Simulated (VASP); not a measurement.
A run of VASP 6.6.1 is set up as follows.

Contents of INCAR:

```
SYSTEM = In
AGGAC = 1.0
AGGAX = 1.0
ALDAC = 0.0
ALDAX = 1.0
ALGO = Normal
EDIFF = 1E-7
EDIFFG = -0.01
ENCUT = 600
GGA = B5
IBRION = 2
ISIF = 3
ISMEAR = 1
IVDW = 13
LASPH = .TRUE.
LCHARG = .FALSE.
LREAL = .FALSE.
LWAVE = .FALSE.
NELM = 100
NSW = 80
PREC = Accurate
SIGMA = 0.01
VDW_A1 = 0.44488865
VDW_A2 = 4.0933009
VDW_S6 = 1.0
VDW_S8 = 2.34076671
```

Contents of KPOINTS:

```
k-points
0
G
  11 11 11
  0 0 0
```

The input POSCAR:

```
In
1.0
   -1.6035014962      1.6035014962      2.4402675233
    1.6035014962     -1.6035014962      2.4402675233
    1.6035014962      1.6035014962     -2.4402675233
In
1
Direct
    0.0000000000      0.0000000000      0.0000000000
```

Potentials or basis: VASP PAW PBE potentials, release 64 (In_d).

Launch:

```console
$ cat potpaw_PBE.64/In_d/POTCAR > POTCAR
$ mpirun -np 1 vasp_std > vasp.out
```

**Question.** What does it give for the relaxed cell?

**Answer.** a = 3.475 Å, b = 3.475 Å, c = 3.475 Å, α = 123.89°, β = 123.89°, γ = 83.39°.

**Question.** Predict the band gap on the k mesh.

**Answer.** Zero (an odd number of electrons rules out a gap without spin polarisation).

**Question.** Estimate the dispersion energy per atom.

**Answer.** -0.622 eV.

**Question.** Estimate the space group after relaxing (to 0.1 Å).

**Answer.** I4/mmm (No. 139).

The path:
```
step  energy change (eV)  largest force (eV/Å)  pressure (GPa)  volume (Å³)
   1              0.0000                0.0000            4.14        25.10
   2             -0.0303                0.0000            0.22        27.53
   3             -0.0304                0.0000            0.06        27.69
   4             -0.0322                0.0000           -0.05        27.81
   5             -0.0328                0.0000           -0.13        27.88
   6             -0.0331                0.0000           -0.29        28.01
   7             -0.0321                0.0000           -0.55        28.27
   8             -0.0331                0.0000           -0.39        28.09
   9             -0.0332                0.0000           -0.31        28.05
  10             -0.0332                0.0000           -0.35        28.06
  11             -0.0335                0.0000            0.04        27.73
  12             -0.0335                0.0000            0.04        27.73
  13             -0.0335                0.0000            0.04        27.74
```

Caveat: the PAW data sets were made with another functional, which shifts forces and pressure a little; spin-orbit coupling is left out, which moves the levels of the heavy elements. Zero-point motion and thermal expansion aren't in these numbers.
